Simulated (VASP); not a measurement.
Wanted: the native input for a VASP 6.6.1 run.

| Quantity | Value |
| --- | --- |
| Task | single point |
| Functional | PBE |
| Potentials or basis | VASP PAW PBE potentials, release 64 (P, Ga_d, As) |
| Cutoff | 520 eV |
| k mesh | 8 × 8 × 8 |
| Occupations | fermi-dirac, width 0.02 eV |
| Spin | no spin polarisation |
| Dipole correction | no |
| Further INCAR settings | ALGO = Normal; EDIFF = 1e-07; NBANDS = 36 |

The structure of Ga3As2P lies in POSCAR:

```
Ga3As2P
1.0
   -2.0022925603      6.0068735180      2.8316476336
    2.0022925603     -6.0068735180      2.8316476336
    2.0022925603      6.0068735180     -2.8316476336
P Ga As
1 3 2
Direct
    0.0007980921      0.0007980921      0.0000000000
    0.2385602075      0.7385602075      0.5000000000
    0.5938393406      0.7557672232      0.8380721174
    0.9176951058      0.7557672232      0.1619278826
    0.3335277658     -0.0004463730      0.3339741388
    0.6655794882     -0.0004463730      0.6660258612
```

These files were run (other wordings do the same):

INCAR

```
SYSTEM = Ga3As2P
PREC = Accurate
ENCUT = 520
EDIFF = 1E-7
ISMEAR = -1
SIGMA = 0.02
LREAL = .False.
LASPH = .True.
NELM = 100
ALGO = Normal
ISIF = 2
LWAVE = .False.
LCHARG = .True.
GGA = PE
LELF = .True.
LVHAR = .True.
NBANDS = 36
```

KPOINTS

```
Automatic mesh
0
Gamma
  8 8 8
  0 0 0
```

Potentials or basis: VASP PAW PBE potentials, release 64 (P, Ga_d, As).

Command:

```sh
$ cat potpaw_PBE.64/P/POTCAR potpaw_PBE.64/Ga_d/POTCAR potpaw_PBE.64/As/POTCAR > POTCAR
$ mpirun -np 1 vasp_std > vasp.out
```

It gave:

```json
{
  "Pressure": "0.1 GPa",
  "Largest force": "0.016 eV/Å",
  "Band gap on the k mesh": "0.58 eV"
}
```

Run time: 22 min on 1 thread of Intel(R) Xeon(R) Platinum 8488C (Sapphire Rapids), on a shared host, peak memory 0.68 GiB.
